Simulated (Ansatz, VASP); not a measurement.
Two plane-wave programs on Re

INCAR

```
PREC = Accurate ; ENCUT = 520
EDIFF = 1E-6 ; ISMEAR = 0
SIGMA = 0.15 ; LREAL = False
LASPH = True ; NELM = 80
ALGO = Normal ; ISIF = 2
LWAVE = False ; LCHARG = False
GGA = PE ; NBANDS = 10
```

Contents of KPOINTS:

```
Automatic mesh
0
Gamma
  10 10 10
```

The input POSCAR:

```
Re
1.0
    0.0000000000      1.8712283225      2.0742565955
    1.8712283225      0.0000000000      2.0742565955
    1.8712283225      1.8712283225      0.0000000000
Re
1
Direct
    0.0000000000      0.0000000000      0.0000000000
```

Input for Ansatz:

```yaml
crystal:
  lattice:
    - [0.0, 1.8712283225, 2.0742565955]
    - [1.8712283225, 0.0, 2.0742565955]
    - [1.8712283225, 1.8712283225, 0.0]
  atoms:
    - { symbol: Re, position: [0.0, 0.0, 0.0] }
basis:
  ecutwfc: 420
kpoints:
  mp_grid: { grid: [10, 10, 10] }
hamiltonian:
  xc: pbe
scf:
  occupations: { method: gaussian, width: 0.15 }
output:
  forces: true
  stress: true
  eigenvalues: true
```

Alike in both runs: task single point; functional PBE; k mesh 10 × 10 × 10; occupations gaussian, width 0.15 eV; no spin polarisation.

```csv
,VASP,Ansatz
version,VASP 6.6.1,Ansatz 0.2.0
potentials or method,"VASP PAW PBE potentials, release 64 (Re), cutoff 520 eV","scalar-relativistic, plane waves, PAW"
valence electrons in the cell,7,15
```

Ansatz gave:

```
gap on the k mesh at the Fermi level (eV)                     : none
pressure (GPa)                                                : 14.3
traceless stress, the component that is largest in VASP (GPa) : -22.12
```

Question: Which values does VASP return?

Answer: gap on the k mesh at the Fermi level (eV): none; pressure (GPa): 13.9; traceless stress, the component that is largest in VASP (GPa): -21.68.

A gap of «none» marks a metal or a gap that the smearing closes. VASP's potentials hold 7 valence electrons a cell and Ansatz's 15, so a difference there can come from the potentials and not from the codes.

Spin-orbit coupling is off throughout.
